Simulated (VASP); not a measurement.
# YNb (F-43m) in VASP: notebook

YNb is run at these levels: PBE; tasks: single point, relaxation of cell and atoms.

All numbers are computed with VASP 6.6.1; they aren't measurements. Logs are shortened: lines on timing, memory, paths and dates and some standing lists are left out, and cuts for length are marked.

### Step 1. The cell of the first run

Symmetry: F-43m, No. 216, cubic system. Conventional cell: a = 5.751 Å, b = 5.751 Å, c = 5.751 Å, α = 90.00°, β = 90.00°, γ = 90.00°. Y (site symmetry -43m) has 4 Nb at 2.49 Å within 3.3 Å. Within 3.3 Å of Nb (site symmetry -43m) lie 4 Y at 2.49 Å.

### Step 2. Single point, PBE

The input, INCAR:

```
PREC = Accurate ; ENCUT = 520
EDIFF = 1E-6 ; ISMEAR = 0
SIGMA = 0.1 ; LREAL = False
LASPH = True ; NELM = 60
ALGO = Normal ; ISIF = 2
LWAVE = False ; LCHARG = True
GGA = PE ; LELF = True
LVHAR = True ; NBANDS = 19
```

The input, KPOINTS:

```
Automatic mesh
0
Gamma
  6 6 6
```

The input, POSCAR:

```
YNb
1.0
    0.0000000000      2.8756196407      2.8756196407
    2.8756196407      0.0000000000      2.8756196407
    2.8756196407      2.8756196407      0.0000000000
Y Nb
1 1
Direct
    0.0000000000      0.0000000000      0.0000000000
    0.7500000000      0.7500000000      0.7500000000
```

Potentials or basis: VASP PAW PBE potentials, release 64 (Y_sv, Nb_sv).

Started as:

```sh
cat potpaw_PBE.64/Y_sv/POTCAR potpaw_PBE.64/Nb_sv/POTCAR > POTCAR
mpirun -np 1 vasp_std > vasp.out
```

OUTCAR:

```text
PREC = Accurate
   ENCUT = 520
   EDIFF = 1E-6
   ISMEAR = 0
   LREAL = False
   LASPH = True
   NELM = 60
   ISIF = 2
   GGA = PE

 ion  position               nearest neighbor table
   1  0.000  0.000  0.000-   2 2.49   2 2.49   2 2.49   2 2.49
   2  0.750  0.750  0.750-   1 2.49   1 2.49   1 2.49   1 2.49

  LATTYP: Found a face centered cubic cell.
 ALAT       =     5.7512392814

  Lattice vectors:

 A1 = (   0.0000000000,   2.8756196407,   2.8756196407)
 A2 = (   2.8756196407,   0.0000000000,   2.8756196407)
 A3 = (   2.8756196407,   2.8756196407,   0.0000000000)

Analysis of symmetry for initial positions (statically):
=====================================================================
 Subroutine PRICEL returns:
 Original cell was already a primitive cell.

 Routine SETGRP: Setting up the symmetry group for a
 face centered cubic supercell.

 Subroutine GETGRP returns: Found 24 space group operations
 (whereof 24 operations were pure point group operations)
 out of a pool of 48 trial point group operations.

The static configuration has the point symmetry T_d .

Analysis of symmetry for dynamics (positions and initial velocities):
=====================================================================
 Subroutine PRICEL returns:
 Original cell was already a primitive cell.

 Routine SETGRP: Setting up the symmetry group for a
 face centered cubic supercell.

 Subroutine GETGRP returns: Found 24 space group operations
 (whereof 24 operations were pure point group operations)
 out of a pool of 48 trial point group operations.

The dynamic configuration has the point symmetry T_d .

 Subroutine INISYM returns: Found 24 space group operations
 (whereof 24 operations are pure point group operations),
 and found     1 'primitive' translations

----------------------------------------------------------------------------------------

                                     Primitive cell

  volume of cell :      47.5581

  direct lattice vectors                    reciprocal lattice vectors
     0.000000000  2.875619641  2.875619641    -0.173875569  0.173875569  0.173875569
     2.875619641  0.000000000  2.875619641     0.173875569 -0.173875569  0.173875569
     2.875619641  2.875619641  0.000000000     0.173875569  0.173875569 -0.173875569

  length of vectors
     4.066740296  4.066740296  4.066740296     0.301161319  0.301161319  0.301161319

  position of ions in fractional coordinates (direct lattice)
     0.000000000  0.000000000  0.000000000
     0.750000000  0.750000000  0.750000000

  ion indices of the primitive-cell ions
   primitive index   ion index
                 1           1
                 2           2

----------------------------------------------------------------------------------------

 KPOINTS: Automatic mesh

Automatic generation of k-mesh.
 Grid dimensions read from file:
 generate k-points for:    6    6    6

 Generating k-lattice:

  Cartesian coordinates                     Fractional coordinates (reciprocal lattice)
    -0.028979261  0.028979261  0.028979261     0.166666667  0.000000000  0.000000000
     0.028979261 -0.028979261  0.028979261     0.000000000  0.166666667  0.000000000
     0.028979261  0.028979261 -0.028979261     0.000000000  0.000000000  0.166666667

  Length of vectors
     0.050193553  0.050193553  0.050193553

  Shift w.r.t. Gamma in fractional coordinates (k-lattice)
     0.000000000  0.000000000  0.000000000

 Subroutine IBZKPT returns following result:
 ===========================================

 Found     16 irreducible k-points:

 Following reciprocal coordinates:
            Coordinates               Weight
  0.000000  0.000000  0.000000      1.000000
  0.166667  0.000000  0.000000      8.000000
  0.333333  0.000000  0.000000      8.000000
  0.500000  0.000000  0.000000      4.000000
  0.166667  0.166667  0.000000      6.000000
  0.333333  0.166667  0.000000     24.000000
[... 8 lines left out ...]
 -0.333333  0.333333  0.166667     24.000000
 -0.333333  0.500000  0.166667     12.000000
   k-points           NKPTS =     16   k-points in BZ     NKDIM =     16   number of bands    NBANDS=     19
   number of dos      NEDOS =    301   number of ions     NIONS =      2
   total plane-waves  NPLWV =  27000
   dimension x,y,z NGX =    30 NGY =   30 NGZ =   30
   dimension x,y,z NGXF=    60 NGYF=   60 NGZF=   60
   ions per type =               1   1
   NGX,Y,Z   is equivalent  to a cutoff of  12.26, 12.26, 12.26 a.u.
   NGXF,Y,Z  is equivalent  to a cutoff of  24.53, 24.53, 24.53 a.u.
 SYSTEM =  unknown system
   PREC   = accura    normal or accurate (medium, high low for compatibility)
   ISTART =      0    job   : 0-new  1-cont  2-samecut
   ICHARG =      2    charge: 1-file 2-atom 10-const
   ISPIN  =      1    spin polarized calculation?
   LNONCOLLINEAR =      F non collinear calculations
   LSORBIT =      F    spin-orbit coupling
   LASPH  =      T    aspherical Exc in radial PAW
   ENCUT  =  520.0 eV  38.22 Ry    6.18 a.u.   7.56  7.56  7.56*2*pi/ulx,y,z
   NELM   =     60;   NELMIN=  2; NELMDL= -5     # of ELM steps
   EDIFF  = 0.1E-05   stopping-criterion for ELM
   LREAL  =      F    real-space projection
[... 7 lines left out ...]
   TEBEG  =    0.0;   TEEND  =   0.0 temperature during run
   PSTRESS=    0.0 pullay stress
   NELECT =      24.0000    total number of electrons
   NUPDOWN=      -1.0000    fix difference up-down
   EMIN   =  10.00;   EMAX   =-10.00  energy-range for DOS
   EFERMI =   0.00;   METHOD = LEGACY
   ISMEAR =     0;   SIGMA  =   0.10  broadening in eV -4-tet -1-fermi 0-gaus
   EFERMI_NEDOS =   21; number of points for ismear=-14 and -15
   IALGO  =     38    algorithm
   IMIX   =      4    mixing-type and parameters
     AMIX     =   0.40;   BMIX     =  1.00
     AMIX_MAG =   1.60;   BMIX_MAG =  1.00
  volume/ion in A,a.u.               =      23.78       160.47
  Fermi-wavevector in a.u.,A,eV,Ry     =   1.303378  2.463028 23.113508  1.698795
  Thomas-Fermi vector in A             =   2.434384
   LORBIT       =      0    0 simple, 1 ext, 2 COOP (PROOUT), +10 PAW based schemes
   GGA     = PE    functional components
   LHFCALC =     F    Hartree Fock is set to
   AEXX    =    0.0000 exact exchange contribution
   IVDW    =     0    specifies the selected vdW correction
   LEPSILON=     F    determine dielectric tensor
   LRPA    =     F    only Hartree local field effects (RPA)
 non-spin polarized calculation
 Gauss-broadening in eV      SIGMA  =   0.10
  energy-cutoff  :      520.00
  volume of cell :       47.56
 maximum number of plane-waves:      1303
   NGX = 15   NGY = 15   NGZ = 15

 number of electron      24.0000002 magnetization

 Free energy of the ion-electron system (eV)
  ---------------------------------------------------
  ext. energy  EPLUGINS =         0.00000000
  ---------------------------------------------------
  free energy    TOTEN  =       -10.69710159 eV

  energy without entropy =      -10.68716572  energy(sigma->0) =      -10.69213365

 E-fermi :   6.0325     XC(G=0): -10.6150

 val. band max:        5.9823580049   @ k =   0.1667   0.0000   0.0000
 cond. band min:       6.0843697634   @ k =   0.0000   0.0000   0.0000
 fundamental gap:      0.1020117584
 Fermi energy:         6.0324563790

 k-point     1 :       0.0000    0.0000    0.0000
  band No.  band energies     occupation
      1     -48.5201      2.00000
      2     -35.8444      2.00000
      3     -24.8473      2.00000
      4     -24.8473      2.00000
      5     -24.8473      2.00000
      6     -16.0521      2.00000
[... 11 lines left out ...]
     18      13.4713      0.00000
     19      13.4713      0.00000

 k-point     2 :       0.1667    0.0000    0.0000
  band No.  band energies     occupation
      1     -48.5162      2.00000
      2     -35.8612      2.00000
      3     -24.8569      2.00000
      4     -24.8569      2.00000
      5     -24.8327      2.00000
      6     -16.0572      2.00000
[... 11 lines left out ...]
     18      13.2710      0.00000
     19      13.2710      0.00000

 k-point     3 :       0.3333    0.0000    0.0000
  band No.  band energies     occupation
      1     -48.5083      2.00000
      2     -35.8946      2.00000
      3     -24.8758      2.00000
      4     -24.8758      2.00000
      5     -24.8047      2.00000
      6     -16.0607      2.00000
[... 11 lines left out ...]
     18      12.8035      0.00000
     19      12.8035      0.00000

 k-point     4 :       0.5000    0.0000    0.0000
  band No.  band energies     occupation
      1     -48.5044      2.00000
      2     -35.9112      2.00000
      3     -24.8852      2.00000
      4     -24.8852      2.00000
      5     -24.7915      2.00000
      6     -16.0591      2.00000
[... 11 lines left out ...]
     18      12.3662      0.00000
     19      12.3944      0.00000

 k-point     5 :       0.1667    0.1667    0.0000
  band No.  band energies     occupation
      1     -48.5149      2.00000
      2     -35.8668      2.00000
      3     -24.8694      2.00000
      4     -24.8694      2.00000
      5     -24.8089      2.00000
      6     -16.0949      2.00000
[... 11 lines left out ...]
     18      12.5503      0.00000
     19      13.4928      0.00000
[... 158 lines left out ...]
      2     -35.9331      2.00000
      3     -24.9346      2.00000
      4     -24.9346      2.00000
      5     -24.6953      2.00000
      6     -16.2105      2.00000
[... 11 lines left out ...]
     18      12.0482      0.00000
     19      12.0483      0.00000

 k-point    14 :       0.5000    0.3333    0.1667
  band No.  band energies     occupation
      1     -48.5031      2.00000
      2     -35.9166      2.00000
      3     -24.9345      2.00000
      4     -24.9045      2.00000
      5     -24.7222      2.00000
      6     -16.1328      2.00000
[... 11 lines left out ...]
     18      11.0742      0.00000
     19      13.1278      0.00000

 k-point    15 :      -0.3333    0.3333    0.1667
  band No.  band energies     occupation
      1     -48.5004      2.00000
      2     -35.9276      2.00000
      3     -24.9509      2.00000
      4     -24.9161      2.00000
      5     -24.6973      2.00000
      6     -16.1302      2.00000
[... 11 lines left out ...]
     18      11.7744      0.00000
     19      12.5333      0.00000

 k-point    16 :      -0.3333    0.5000    0.1667
  band No.  band energies     occupation
      1     -48.4991      2.00000
      2     -35.9331      2.00000
      3     -24.9469      2.00000
      4     -24.9353      2.00000
      5     -24.6827      2.00000
      6     -16.1660      2.00000
[... 11 lines left out ...]
     18      12.1420      0.00000
     19      12.5707      0.00000

------------------------ aborting loop because EDIFF is reached ----------------------------------------

  FORCE on cell =-STRESS in cart. coord.  units (eV):
  Direction    XX          YY          ZZ          XY          YZ          ZX
  --------------------------------------------------------------------------------------
  -------------------------------------------------------------------------------------
  Total        4.0978471      4.0978471      4.0978471     -0.0000000      0.0000000     -0.0000000
  in kB      138.0517822    138.0517822    138.0517822     -0.0000000      0.0000000     -0.0000000
  external PRESSURE =     138.0517822 kB  Pullay stress =       0.0000000 kB

 VOLUME and BASIS-vectors are now :
 -----------------------------------------------------------------------------
  energy-cutoff  :      520.00
  volume of cell :       47.56
      direct lattice vectors                 reciprocal lattice vectors
     0.000000000  2.875619641  2.875619641    -0.173875569  0.173875569  0.173875569
     2.875619641  0.000000000  2.875619641     0.173875569 -0.173875569  0.173875569
     2.875619641  2.875619641  0.000000000     0.173875569  0.173875569 -0.173875569

 POSITION                                       TOTAL-FORCE (eV/Angst)
 -----------------------------------------------------------------------------------
      0.00000      0.00000      0.00000         0.000000      0.000000      0.000000
      4.31343      4.31343      4.31343        -0.000000     -0.000000     -0.000000
 -----------------------------------------------------------------------------------
    total drift:                               -0.000000     -0.000000     -0.000000

  FREE ENERGIE OF THE ION-ELECTRON SYSTEM (eV)
  ---------------------------------------------------
  free  energy   TOTEN  =       -10.6971015902 eV

  energy  without entropy=      -10.6871657159  energy(sigma->0) =      -10.69213365
```

Run time: 9.4 s. Hardware: 1 thread of Intel Xeon 6975P-C (Granite Rapids), shared host; peak memory 0.18 GiB.

Results:

* Free energy: -10.6971 eV
* Pressure: 13.8 GPa
* Band gap on the k mesh: zero (bands 12 and 13 overlap by 0.64 eV)

Levels at points of the mesh, in eV from the Fermi level:
```tsv
k point	band 9	band 10	band 11	band 12	band 13	band 14	band 15	band 16
(0.00, 0.00, 0.00)	-4.35	-1.51	-1.51	0.05	0.05	0.05	3.02	3.02
(0.50, 0.00, 0.00)	-1.82	-1.32	-1.32	-1.24	-0.42	-0.42	1.66	4.40
(0.50, 0.50, 0.00)	-2.75	-2.60	-0.40	-0.40	0.67	1.49	1.71	3.30
```

Caveat: the cell stands under pressure.

### Step 3. Single point, PBE

This run uses another cell than the first one, of 31.91 Å³/atom.

The input, INCAR:

```
  PREC = Accurate
  ENCUT = 520
  EDIFF = 1E-6
  ISMEAR = 0
  SIGMA = 0.1
  LREAL = False
  LASPH = True
  NELM = 100
  ALGO = Fast
  ISIF = 2
  LWAVE = False
  LCHARG = False
  GGA = PE
  NBANDS = 19
```

KPOINTS is that of step 2.

The input, POSCAR:

```
YNb
1.0
    0.0000000000      3.1718947628      3.1718947628
    3.1718947628      0.0000000000      3.1718947628
    3.1718947628      3.1718947628      0.0000000000
Y Nb
1 1
Direct
    0.0000000000      0.0000000000      0.0000000000
    0.7500000000      0.7500000000      0.7500000000
```

Potentials or basis: VASP PAW PBE potentials, release 64 (Y_sv, Nb_sv).

Started as:

```sh
cat potpaw_PBE.64/Y_sv/POTCAR potpaw_PBE.64/Nb_sv/POTCAR > POTCAR
mpirun -np 1 vasp_std > vasp.out
```

It took 25 s on 1 thread of Intel Xeon 6975P-C (Granite Rapids), shared host; peak memory 0.22 GiB.

The run converged. Its results:

| Quantity | Value |
| --- | --- |
| Free energy | -11.2775 eV |
| Pressure | 0.0 GPa |
| Band gap on the k mesh | zero (bands 12 and 13 overlap by 0.17 eV) |

Levels at points of the mesh, in eV from the Fermi level:
```csv
k point,band 8,band 9,band 10,band 11,band 12,band 13,band 14,band 15,band 16,band 17
"(0.00, 0.00, 0.00)",-22.19,-3.87,-0.73,-0.73,0.01,0.01,0.01,2.39,2.39,2.39
"(0.50, 0.00, 0.00)",-22.17,-1.54,-0.91,-0.63,-0.63,-0.11,-0.11,0.75,3.32,3.32
"(0.50, 0.50, 0.00)",-22.15,-1.60,-1.57,-0.05,-0.05,0.40,0.42,0.78,3.14,4.44
```

### Step 4. Relaxation of cell and atoms, PBE

The input, INCAR:

```
ALGO = Normal ; EDIFF = 1E-6
EDIFFG = -0.04 ; ENCUT = 600
GGA = PE ; IBRION = 2
ISIF = 3 ; ISMEAR = 0
LASPH = True ; LCHARG = False
LREAL = False ; LWAVE = False
NELM = 80 ; NSW = 90
PREC = Accurate ; SIGMA = 0.1
```

The input, KPOINTS:

```
k-points
0
Gamma
  6 6 6
```

The input, POSCAR:

```
YNb
1.0
    0.0000000000      2.8756196407      2.8756196407
    2.8756196407      0.0000000000      2.8756196407
    2.8756196407      2.8756196407      0.0000000000
Y Nb
1 1
Direct
    0.0000000000      0.0000000000      0.0000000000
    0.7500000000      0.7500000000      0.7500000000
```

Started as:

```sh
cat potpaw_PBE.64/Y_sv/POTCAR potpaw_PBE.64/Nb_sv/POTCAR > POTCAR
mpirun -np 1 vasp_std > vasp.out
```

Run time: 21 s. Hardware: 1 thread of Intel Xeon 6975P-C (Granite Rapids), shared host; peak memory 0.2 GiB.

Results (log left out):

| Item | Value |
| --- | --- |
| Free energy | -11.2731 eV |
| Relaxed volume | 31.93 Å³/atom |
| Relaxed cell | a = 4.487 Å, b = 4.487 Å, c = 4.487 Å, α = 60.00°, β = 60.00°, γ = 60.00° |
| Space group after relaxing (to 0.1 Å) | F-43m (No. 216) |
| Energy gained by relaxing | 287.9 meV/atom |
| Ionic steps | 3 |
| Pressure after relaxing | -0.1 GPa |
| Band gap on the k mesh | zero (bands 12 and 13 overlap by 0.17 eV) |

Step by step:
| step | energy change (eV) | largest force (eV/Å) | pressure (GPa) | volume (Å³) |
| --- | --- | --- | --- | --- |
| 1 | 0.0000 | 0.0000 | 13.82 | 47.56 |
| 2 | -0.5753 | 0.0000 | 0.32 | 63.11 |
| 3 | -0.5758 | 0.0000 | -0.10 | 63.87 |

Final structure:
```
Y Nb
1.0
     0.00000    3.17258    3.17258
     3.17258    0.00000    3.17258
     3.17258    3.17258    0.00000
Y Nb
1 1
Direct
  0.00000 0.00000 0.00000
  0.75000 0.75000 0.75000
```

Levels at points of the mesh, in eV from the Fermi level:
| k point | band 10 | band 11 | band 12 | band 13 | band 14 | band 15 |
| --- | --- | --- | --- | --- | --- | --- |
| (0.00, 0.00, 0.00) | -0.73 | -0.73 | 0.01 | 0.01 | 0.01 | 2.39 |
| (0.50, 0.00, 0.00) | -0.91 | -0.63 | -0.63 | -0.11 | -0.11 | 0.75 |
| (0.50, 0.50, 0.00) | -1.57 | -0.05 | -0.05 | 0.40 | 0.42 | 0.78 |

Caveat: the volume moved by over 15 % at a fixed basis, so the end points are rough.

### Step 5. Overview

| task | cell | cutoff (eV) | gap on the mesh (eV) | pressure (GPa) |
| --- | --- | --- | --- | --- |
| single point | a = 4.067 Å, angles 60.0°, 2 atoms | 520 | none | 13.8 |
| single point | a = 4.486 Å, angles 60.0°, 2 atoms | 520 | none | 0.0 |
| relaxation of cell and atoms | relaxed from a = 4.067 Å, angles 60.0°, 2 atoms | 600 | none | -0.1 |

Alike in all rows: level PBE; potentials or basis VASP PAW PBE potentials, release 64 (Y_sv, Nb_sv); no spin polarisation; k mesh 6 × 6 × 6; smearing gaussian 0.1 eV.

Caveats: the cell stands under pressure (at least some runs); the volume moved by over 15 % at a fixed basis, so the end points are rough (at least some runs).

Absolute energies hang on the potentials; compare differences alone.

The gap in the log of VASP goes by the Fermi energy; the results here count the filled bands.